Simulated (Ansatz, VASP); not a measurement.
**YS2 in VASP and in Ansatz**

INCAR

```
ALGO = Normal
EDIFF = 1E-6
ENCUT = 520
GGA = PE
ISIF = 2
ISMEAR = -1
LASPH = T
LCHARG = F
LREAL = F
LWAVE = F
NBANDS = 32
NELM = 100
PREC = Accurate
SIGMA = 0.1
```

File KPOINTS:

```
k-points
0
Gamma
  4 4 4
```

POSCAR

```
YS2
1.0
    0.0000000000      4.0654289866      4.0654289866
    4.0654289866      0.0000000000      4.0654289866
    4.0654289866      4.0654289866      0.0000000000
Y S
2 4
Direct
    0.0000000000      0.0000000000      0.0000000000
    0.2500000000      0.2500000000      0.2500000000
    0.6250000000      0.6250000000      0.6250000000
    0.1250000000      0.6250000000      0.6250000000
    0.6250000000      0.1250000000      0.6250000000
    0.6250000000      0.6250000000      0.1250000000
```

Input for Ansatz:

```yaml
crystal:
  lattice:
    - [0.0, 4.06542898658325, 4.06542898658325]
    - [4.06542898658325, 0.0, 4.06542898658325]
    - [4.06542898658325, 4.06542898658325, 0.0]
  atoms:
    - { symbol: "Y", position: [0.0, 0.0, 0.0] }
    - { symbol: "Y", position: [0.25, 0.25, 0.25] }
    - { symbol: S, position: [0.625, 0.625, 0.625] }
    - { symbol: S, position: [0.125, 0.625, 0.625] }
    - { symbol: S, position: [0.625, 0.125, 0.625] }
    - { symbol: S, position: [0.625, 0.625, 0.125] }
basis:
  ecutwfc: 450.0
kpoints:
  mp_grid:
    grid: [4, 4, 4]
hamiltonian:
  xc: pbe
scf:
  occupations:
    method: fermi_dirac
    width: 0.1
output:
  stress: true
```

Alike in both runs: task single point; functional PBE; k mesh 4 × 4 × 4; occupations fermi-dirac, width 0.1 eV; no spin polarisation.

|  | VASP | Ansatz |
| --- | --- | --- |
| version | VASP 6.6.1 | Ansatz 0.2.0 |
| potentials or method | VASP PAW PBE potentials, release 64 (Y_sv, S), cutoff 520 eV | plane waves, PAW |
| valence electrons in the cell | 46 | 46 |

Ansatz gave:

| Quantity | Value |
| --- | --- |
| pressure (GPa) | -5.9 |

Problem. Which values does VASP return?

Solution. Pressure (GPa): -6.0.
